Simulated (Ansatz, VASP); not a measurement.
# Ru2Rh: VASP beside Ansatz

INCAR

```
SYSTEM = Ru2Rh
  PREC = Accurate
  ENCUT = 600
  EDIFF = 1E-6
  ISMEAR = 0
  SIGMA = 0.1
  LREAL = .False.
  LASPH = .True.
  NELM = 100
  ALGO = Fast
  ISIF = 3
  LWAVE = .False.
  LCHARG = .False.
  GGA = PE
  IBRION = 2
  NSW = 100
  EDIFFG = -0.01
```

Contents of KPOINTS:

```
regular mesh
0
Gamma
  18 18 4
  0 0 0
```

Contents of POSCAR:

```
Ru2Rh
1.0
    2.7477399609      0.0000000000      0.0000000000
   -1.3738699805      2.3796126091      0.0000000000
    0.0000000000      0.0000000000     12.7714936310
Ru Rh
4 2
Direct
    0.3333333333      0.6666666667      0.5804742061
    0.6666666667      0.3333333333      0.0804742061
    0.3333333333      0.6666666667      0.9195257939
    0.6666666667      0.3333333333      0.4195257939
    0.3333333333      0.6666666667      0.2500000000
    0.6666666667      0.3333333333      0.7500000000
```

Input for Ansatz:

```yaml
crystal:
  lattice:
    - [2.7477399609, 0.0, 0.0]
    - [-1.3738699805, 2.3796126091, 0.0]
    - [0.0, 0.0, 12.771493631]
  atoms:
    - { symbol: Ru, position: [0.3333333333, 0.6666666667, 0.5804742061] }
    - { symbol: Ru, position: [0.6666666667, 0.3333333333, 0.0804742061] }
    - { symbol: Ru, position: [0.3333333333, 0.6666666667, 0.9195257939] }
    - { symbol: Ru, position: [0.6666666667, 0.3333333333, 0.4195257939] }
    - { symbol: Rh, position: [0.3333333333, 0.6666666667, 0.25] }
    - { symbol: Rh, position: [0.6666666667, 0.3333333333, 0.75] }
basis:
  ecutwfc: 420
kpoints:
  mp_grid: { grid: [18, 18, 4] }
hamiltonian:
  xc: pbe
scf:
  occupations: { method: gaussian, width: 0.1 }
output:
  forces: true
  stress: true
  eigenvalues: true
relax:
  adjacent_minimum: "off"
  f_tol: 0.01
  max_steps: 80
  cell: { stress_tol: 0.05 }
```

Change from the starting cell: species swapped into the WS2 type (P6_3/mmc, No. 194).

Alike in both runs: task relaxation of cell and atoms; functional PBE; k mesh 18 × 18 × 4; occupations gaussian, width 0.1 eV; no spin polarisation.

```csv
,VASP,Ansatz
version,VASP 6.6.1,Ansatz 0.2.0
potentials or method,"VASP PAW PBE potentials, release 64 (Ru_pv, Rh_pv), cutoff 600 eV","scalar-relativistic, plane waves, PAW"
valence electrons in the cell,86,98
```

Ansatz gave:

```
gap on the k mesh at the Fermi level, each at its own relaxed structure (eV)  : none
relaxed volume (Å³/atom)                                                      : 13.86
relaxed length of the cell vector where the two differ most in proportion (Å) : 12.944
```

Question: Which values does VASP return?

Answer: gap on the k mesh at the Fermi level, each at its own relaxed structure (eV): none; relaxed volume (Å³/atom): 13.86; relaxed length of the cell vector where the two differ most in proportion (Å): 12.942.

A gap of «none» marks a metal or a gap that the smearing closes. VASP's potentials hold 86 valence electrons a cell and Ansatz's 98, so a difference there can come from the potentials and not from the codes.
